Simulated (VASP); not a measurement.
# W (Im-3m) in VASP: notebook

W is run at these levels: PBE; tasks: single point, relaxation of cell and atoms.

All numbers are computed with VASP 6.6.1; they aren't measurements. Logs are shortened: lines on timing, memory, paths and dates and some standing lists are left out, and cuts for length are marked.

### 1 The cell of the first run

The structure is cubic, space group Im-3m (No. 229). The conventional cell has a = 3.183 Å, b = 3.183 Å, c = 3.183 Å, α = 90.00°, β = 90.00°, γ = 90.00°. Within 3.6 Å of W (site symmetry m-3m) lie 14 W at 2.76 to 3.18 Å.

### 2 Single point, PBE

INCAR

```
  PREC = Accurate
  ENCUT = 520
  EDIFF = 1E-7
  ISMEAR = -1
  SIGMA = 0.08
  LREAL = F
  LASPH = T
  NELM = 100
  ALGO = Normal
  ISIF = 2
  LWAVE = F
  LCHARG = F
  GGA = PE
  NBANDS = 13
```

KPOINTS

```
Automatic mesh
0
Gamma
  19 19 19
```

POSCAR

```
W
1.0
   -1.5917092848      1.5917092848      1.5917092848
    1.5917092848     -1.5917092848      1.5917092848
    1.5917092848      1.5917092848     -1.5917092848
W
1
Direct
    0.0000000000      0.0000000000      0.0000000000
```

Potentials or basis: VASP PAW PBE potentials, release 64 (W_sv).

Launch:

```
> cat potpaw_PBE.64/W_sv/POTCAR > POTCAR
> mpirun -np 1 vasp_std > vasp.out
```

OUTCAR:

```text
PREC = Accurate
   ENCUT = 520
   EDIFF = 1E-7
   ISMEAR = -1
   LREAL = F
   LASPH = T
   NELM = 100
   ISIF = 2
   GGA = PE

 ion  position               nearest neighbor table
   1  0.000  0.000  0.000-

  LATTYP: Found a body centered cubic cell.
 ALAT       =     3.1834185696

  Lattice vectors:

 A1 = (  -1.5917092848,   1.5917092848,   1.5917092848)
 A2 = (   1.5917092848,  -1.5917092848,   1.5917092848)
 A3 = (   1.5917092848,   1.5917092848,  -1.5917092848)

Analysis of symmetry for initial positions (statically):
=====================================================================
 Subroutine PRICEL returns:
 Original cell was already a primitive cell.

 Routine SETGRP: Setting up the symmetry group for a
 body centered cubic supercell.

 Subroutine GETGRP returns: Found 48 space group operations
[... 9 lines left out ...]

 Routine SETGRP: Setting up the symmetry group for a
 body centered cubic supercell.

 Subroutine GETGRP returns: Found 48 space group operations
 (whereof 48 operations were pure point group operations)
 out of a pool of 48 trial point group operations.

The dynamic configuration has the point symmetry O_h .

 Subroutine INISYM returns: Found 48 space group operations
 (whereof 48 operations are pure point group operations),
 and found     1 'primitive' translations

----------------------------------------------------------------------------------------

                                     Primitive cell

  volume of cell :      16.1306

  direct lattice vectors                    reciprocal lattice vectors
    -1.591709285  1.591709285  1.591709285     0.000000000  0.314127715  0.314127715
     1.591709285 -1.591709285  1.591709285     0.314127715  0.000000000  0.314127715
     1.591709285  1.591709285 -1.591709285     0.314127715  0.314127715  0.000000000

  length of vectors
     2.756921352  2.756921352  2.756921352     0.444243674  0.444243674  0.444243674

  position of ions in fractional coordinates (direct lattice)
     0.000000000  0.000000000  0.000000000

  ion indices of the primitive-cell ions
   primitive index   ion index
                 1           1

----------------------------------------------------------------------------------------

 KPOINTS: Automatic mesh

Automatic generation of k-mesh.
 Grid dimensions read from file:
 generate k-points for:   19   19   19

 Generating k-lattice:

  Cartesian coordinates                     Fractional coordinates (reciprocal lattice)
     0.000000000  0.016533038  0.016533038     0.052631579  0.000000000  0.000000000
     0.016533038  0.000000000  0.016533038     0.000000000  0.052631579  0.000000000
     0.016533038  0.016533038  0.000000000     0.000000000  0.000000000  0.052631579

  Length of vectors
     0.023381246  0.023381246  0.023381246

  Shift w.r.t. Gamma in fractional coordinates (k-lattice)
     0.000000000  0.000000000  0.000000000

 Subroutine IBZKPT returns following result:
 ===========================================

 Found    220 irreducible k-points:

 Following reciprocal coordinates:
            Coordinates               Weight
  0.000000  0.000000  0.000000      1.000000
  0.052632  0.000000  0.000000     12.000000
  0.105263  0.000000  0.000000     12.000000
  0.157895  0.000000  0.000000     12.000000
  0.210526  0.000000  0.000000     12.000000
  0.263158  0.000000  0.000000     12.000000
[... 16 lines left out ...]
  0.263158  0.105263  0.000000     48.000000
  0.315789  0.105263  0.000000     48.000000
 [... further k-points ...]
   k-points           NKPTS =    220   k-points in BZ     NKDIM =    220   number of bands    NBANDS=     13
   number of dos      NEDOS =    301   number of ions     NIONS =      1
   total plane-waves  NPLWV =  13824
   dimension x,y,z NGX =    24 NGY =   24 NGZ =   24
   dimension x,y,z NGXF=    48 NGYF=   48 NGZF=   48
   ions per type =               1
   NGX,Y,Z   is equivalent  to a cutoff of  14.47, 14.47, 14.47 a.u.
   NGXF,Y,Z  is equivalent  to a cutoff of  28.94, 28.94, 28.94 a.u.
 SYSTEM =  unknown system
   PREC   = accura    normal or accurate (medium, high low for compatibility)
   ISTART =      0    job   : 0-new  1-cont  2-samecut
   ICHARG =      2    charge: 1-file 2-atom 10-const
   ISPIN  =      1    spin polarized calculation?
   LNONCOLLINEAR =      F non collinear calculations
   LSORBIT =      F    spin-orbit coupling
   LASPH  =      T    aspherical Exc in radial PAW
   ENCUT  =  520.0 eV  38.22 Ry    6.18 a.u.   5.13  5.13  5.13*2*pi/ulx,y,z
   NELM   =    100;   NELMIN=  2; NELMDL= -5     # of ELM steps
   EDIFF  = 0.1E-06   stopping-criterion for ELM
   LREAL  =      F    real-space projection
   EDIFFG = 0.1E-05   stopping-criterion for IOM
   NSW    =      0    number of steps for IOM
   IBRION =     -1    ionic relax: 0-MD 1-quasi-New 2-CG
   NFREE  =      0    steps in history (QN), initial steepest desc. (CG)
   ISIF   =      2    stress and relaxation
   ISYM   =      2    0-nonsym 1-usesym 2-fastsym
   POTIM  = 0.5000    time-step for ionic-motion
   TEBEG  =    0.0;   TEEND  =   0.0 temperature during run
   PSTRESS=    0.0 pullay stress
   NELECT =      14.0000    total number of electrons
   NUPDOWN=      -1.0000    fix difference up-down
   EMIN   =  10.00;   EMAX   =-10.00  energy-range for DOS
   EFERMI =   0.00;   METHOD = LEGACY
   ISMEAR =    -1;   SIGMA  =   0.08  broadening in eV -4-tet -1-fermi 0-gaus
   EFERMI_NEDOS =   21; number of points for ismear=-14 and -15
   IALGO  =     38    algorithm
   IMIX   =      4    mixing-type and parameters
     AMIX     =   0.40;   BMIX     =  1.00
     AMIX_MAG =   1.60;   BMIX_MAG =  1.00
  volume/ion in A,a.u.               =      16.13       108.85
  Fermi-wavevector in a.u.,A,eV,Ry     =   1.561590  2.950978 33.178680  2.438564
  Thomas-Fermi vector in A             =   2.664633
   LORBIT       =      0    0 simple, 1 ext, 2 COOP (PROOUT), +10 PAW based schemes
   GGA     = PE    functional components
   LHFCALC =     F    Hartree Fock is set to
   AEXX    =    0.0000 exact exchange contribution
   IVDW    =     0    specifies the selected vdW correction
   LEPSILON=     F    determine dielectric tensor
   LRPA    =     F    only Hartree local field effects (RPA)
 non-spin polarized calculation
  energy-cutoff  :      520.00
  volume of cell :       16.13
 maximum number of plane-waves:       448
 NGX is ok and might be reduce to    24
   NGX = 11   NGY = 11   NGZ = 11

 number of electron      14.0000002 magnetization

 Free energy of the ion-electron system (eV)
  ---------------------------------------------------
  ext. energy  EPLUGINS =         0.00000000
  ---------------------------------------------------
  free energy    TOTEN  =       -12.96038461 eV

  energy without entropy =      -12.95139229  energy(sigma->0) =      -12.95588845

 E-fermi :  11.1627     XC(G=0): -13.5419

 val. band max:       11.1369206029   @ k =  -0.3158   0.3684   0.2632
 cond. band min:      11.1637513937   @ k =  -0.3158   0.3158   0.2105
 fundamental gap:      0.0268307908
 Fermi energy:        11.1627371551

 k-point     1 :       0.0000    0.0000    0.0000
  band No.  band energies     occupation
      1     -63.0119      2.00000
      2     -26.5991      2.00000
      3     -26.5991      2.00000
      4     -26.5991      2.00000
      5       1.6522      2.00000
      6       9.9938      2.00000
      7       9.9938      2.00000
      8       9.9938      2.00000
      9      13.4139      0.00000
     10      13.4139      0.00000
     11      25.6695      0.00000
     12      25.6695      0.00000
     13      25.6695      0.00000

 k-point     2 :       0.0526    0.0000    0.0000
  band No.  band energies     occupation
      1     -63.0086      2.00000
      2     -26.6346      2.00000
      3     -26.6102      2.00000
      4     -26.5992      2.00000
      5       1.7841      2.00000
      6       9.9135      2.00000
      7       9.9763      2.00000
      8      10.1204      2.00000
      9      13.2839      0.00000
     10      13.4146      0.00000
     11      25.7825      0.00000
     12      25.8940      0.00000
     13      25.9922      0.00000

 k-point     3 :       0.1053    0.0000    0.0000
  band No.  band energies     occupation
      1     -62.9989      2.00000
      2     -26.7365      2.00000
      3     -26.6423      2.00000
      4     -26.5997      2.00000
      5       2.1669      2.00000
      6       9.6897      2.00000
      7       9.9019      2.00000
      8      10.4968      1.99952
      9      12.9945      0.00000
     10      13.4225      0.00000
     11      26.0714      0.00000
     12      26.5490      0.00000
     13      26.8294      0.00000

 k-point     4 :       0.1579    0.0000    0.0000
  band No.  band energies     occupation
      1     -62.9840      2.00000
      2     -26.8914      2.00000
      3     -26.6915      2.00000
      4     -26.6004      2.00000
      5       2.7598      2.00000
      6       9.3655      2.00000
      7       9.7310      2.00000
      8      11.1113      1.31060
      9      12.7559      0.00000
     10      13.4519      0.00000
     11      26.3539      0.00000
     12      27.5870      0.00000
     13      27.7818      0.00000

 k-point     5 :       0.2105    0.0000    0.0000
  band No.  band energies     occupation
      1     -62.9653      2.00000
      2     -27.0800      2.00000
      3     -26.7521      2.00000
      4     -26.6013      2.00000
      5       3.4840      2.00000
      6       8.9931      2.00000
      7       9.4956      2.00000
      8      11.9442      0.00011
      9      12.7094      0.00000
     10      13.5184      0.00000
     11      26.2834      0.00000
     12      28.0765      0.00000
     13      28.9475      0.00000
[... 257 lines left out ...]
 k-point    22 :       0.2105    0.1053   -0.0000
  band No.  band energies     occupation
      1     -62.9387      2.00000
      2     -27.3125      2.00000
      3     -26.8240      2.00000
      4     -26.6473      2.00000
      5       4.5427      2.00000
      6       8.6276      2.00000
      7       9.0152      2.00000
      8      12.5078      0.00000
      9      13.5133      0.00000
     10      13.9379      0.00000
     11      25.8549      0.00000
     12      27.2689      0.00000
     13      29.7881      0.00000

 k-point    23 :       0.2632    0.1053    0.0000
  band No.  band energies     occupation
      1     -62.9199      2.00000
      2     -27.4763      2.00000
      3     -26.8978      2.00000
      4     -26.6504      2.00000
      5       5.1060      2.00000
      6       8.3108      2.00000
      7       9.1414      2.00000
      8      12.7486      0.00000
      9      14.0598      0.00000
     10      14.7102      0.00000
     11      24.6773      0.00000
     12      26.0955      0.00000
     13      30.5816      0.00000

 k-point    24 :       0.3158    0.1053    0.0000
  band No.  band energies     occupation
      1     -62.9036      2.00000
      2     -27.6145      2.00000
      3     -26.9620      2.00000
      4     -26.6525      2.00000
      5       5.3731      2.00000
      6       8.0651      2.00000
      7       9.6478      2.00000
      8      13.0304      0.00000
      9      14.1835      0.00000
     10      15.9299      0.00000
     11      23.5006      0.00000
     12      24.7712      0.00000
     13      29.3217      0.00000

 [... further k-points ...]
[... 5 lines left out ...]
  --------------------------------------------------------------------------------------
  -------------------------------------------------------------------------------------
  Total        0.0512652      0.0512652      0.0512652      0.0000000      0.0000000      0.0000000
  in kB        5.0919243      5.0919243      5.0919243      0.0000000      0.0000000      0.0000000
  external PRESSURE =       5.0919243 kB  Pullay stress =       0.0000000 kB

 VOLUME and BASIS-vectors are now :
 -----------------------------------------------------------------------------
  energy-cutoff  :      520.00
  volume of cell :       16.13
      direct lattice vectors                 reciprocal lattice vectors
    -1.591709285  1.591709285  1.591709285     0.000000000  0.314127715  0.314127715
     1.591709285 -1.591709285  1.591709285     0.314127715  0.000000000  0.314127715
     1.591709285  1.591709285 -1.591709285     0.314127715  0.314127715  0.000000000

 POSITION                                       TOTAL-FORCE (eV/Angst)
 -----------------------------------------------------------------------------------
      0.00000      0.00000      0.00000        -0.000000     -0.000000     -0.000000
 -----------------------------------------------------------------------------------
    total drift:                                0.000000      0.000000      0.000000

  FREE ENERGIE OF THE ION-ELECTRON SYSTEM (eV)
  ---------------------------------------------------
  free  energy   TOTEN  =       -12.9603846070 eV

  energy  without entropy=      -12.9513922850  energy(sigma->0) =      -12.95588845
```

Run time: 13 s. Hardware: 1 thread of Intel Xeon 6975P-C (Granite Rapids), shared host; peak memory 0.17 GiB.

What came out:

```
Free energy            : -12.9604 eV
Pressure               : 0.5 GPa
Band gap on the k mesh : zero (band 7 reaches 15.90 eV, above the bottom of band 8 at 9.99 eV)
```

Caveat: spin-orbit coupling is left out, which moves the levels of the heavy elements.

### 3 Relaxation of cell and atoms, PBE

INCAR

```
SYSTEM = W
PREC = Accurate ; ENCUT = 600
EDIFF = 1E-6 ; ISMEAR = -1
SIGMA = 0.08 ; LREAL = .False.
LASPH = .True. ; NELM = 60
ALGO = Normal ; ISIF = 3
LWAVE = .False. ; LCHARG = .False.
GGA = PE ; IBRION = 2
NSW = 60 ; EDIFFG = -0.005
```

KPOINTS

```
Automatic mesh
0
Gamma
  19 19 19
  0 0 0
```

POSCAR

```
W
1.0
   -1.5921819128      1.5921819128      1.5921819128
    1.5921819128     -1.5921819128      1.5921819128
    1.5921819128      1.5921819128     -1.5921819128
W
1
Direct
    0.0000000000      0.0000000000      0.0000000000
```

Potentials or basis: VASP PAW PBE potentials, release 64 (W_sv).

Launch:

```
> cat potpaw_PBE.64/W_sv/POTCAR > POTCAR
> mpirun -np 1 vasp_std > vasp.out
```

Wall time 21 s (1 thread of Intel Xeon 6975P-C (Granite Rapids), shared host); peak memory 0.18 GiB.

Results (log left out):

| Item | Value |
| --- | --- |
| Free energy | -12.9607 eV |
| Relaxed volume | 16.16 Å³/atom |
| Relaxed cell | a = 2.759 Å, b = 2.759 Å, c = 2.759 Å, α = 109.47°, β = 109.47°, γ = 109.47° |
| Space group after relaxing (to 0.05 Å) | Im-3m (No. 229) |
| Energy gained by relaxing | 0.0 meV/atom |
| Ionic steps | 3 |
| Pressure after relaxing | 0.0 GPa |
| Band gap on the k mesh | zero (band 7 reaches 15.87 eV, above the bottom of band 8 at 9.97 eV) |

Final structure:
```yaml
crystal:
  lattice:
    - [-1.59266, 1.59266, 1.59266]
    - [1.59266, -1.59266, 1.59266]
    - [1.59266, 1.59266, -1.59266]
  atoms:
    - { symbol: W, position: [0.00000, 0.00000, 0.00000] }
```

Levels at points of the mesh, in eV from the Fermi level:
```tsv
k point	band 3	band 4	band 5	band 6	band 7	band 8	band 9	band 10	band 11
(0.00, 0.00, 0.00)	-37.77	-37.77	-9.50	-1.17	-1.17	-1.17	2.25	2.25	14.50
```

Caveat: spin-orbit coupling is left out, which moves the levels of the heavy elements.
